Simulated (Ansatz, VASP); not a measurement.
**Two plane-wave programs on TiO2**

```
CELL_PARAMETERS angstrom
-5.06382 5.06382 2.97797
5.06382 -5.06382 2.97797
5.06382 5.06382 -2.97797
ATOMIC_POSITIONS crystal
Ti 0.17728 0.17728 0.35457
Ti 0.82272 0.17728 0.00000
Ti 0.17728 0.82272 0.00000
Ti 0.82272 0.82272 0.64543
O 0.50000 0.50000 0.50000
O 0.00000 0.50000 0.00000
O 0.50000 0.00000 0.00000
O 0.00000 0.00000 0.50000
O 0.00000 0.20548 0.20548
O 0.79452 0.00000 0.79452
O 0.20548 0.00000 0.20548
O 0.00000 0.79452 0.79452
```

Alike in both runs: functional PBE; k mesh 6 × 6 × 6; occupations gaussian, width 0.02 eV; no spin polarisation.

Ansatz relaxed the structure, and its values are those at the end. VASP's run is a single point on that final structure, the one shown.

```csv
,VASP,Ansatz
version,VASP 6.6.1,Ansatz 0.2.0
potentials or method,"VASP PAW PBE potentials, release 64 (Ti_sv, O), cutoff 520 eV","scalar-relativistic, plane waves, PAW"
valence electrons in the cell,96,96
```

```csv
,VASP,Ansatz,Ansatz less VASP
gap on the k mesh at the Fermi level (eV),3.26,3.29,+0.027
least direct gap on the mesh (eV),3.26,3.29,+0.027
pressure (GPa),0.4,0.0,-0.31
rms of the force components (eV/Å),0.008,0.003,-0.0057
```
